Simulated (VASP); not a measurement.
A run of VASP 6.6.1 is set up as follows.

The input INCAR:

```
SYSTEM = Ag
PREC = Accurate
ENCUT = 520
EDIFF = 1E-7
ISMEAR = -1
SIGMA = 0.05
LREAL = .FALSE.
LASPH = .TRUE.
NELM = 100
ALGO = Normal
ISIF = 2
LWAVE = .FALSE.
LCHARG = .TRUE.
GGA = CA
LELF = .TRUE.
LVHAR = .TRUE.
NBANDS = 12
```

File KPOINTS:

```
Automatic mesh
0
G
  15 15 15
  0 0 0
```

The input POSCAR:

```
Ag
1.0
    0.0000000000      2.0566308579      2.0566308579
    2.0566308579      0.0000000000      2.0566308579
    2.0566308579      2.0566308579      0.0000000000
Ag
1
Direct
    0.0000000000      0.0000000000      0.0000000000
```

Potentials or basis: VASP PAW LDA potentials, release 64 (Ag).

The run is started by

```bash
$ cat potpaw_LDA.64/Ag/POTCAR > POTCAR
$ mpirun -np 1 vasp_std > vasp.out
```

Question: What does it give for the pressure?

Answer: -9.1 GPa.
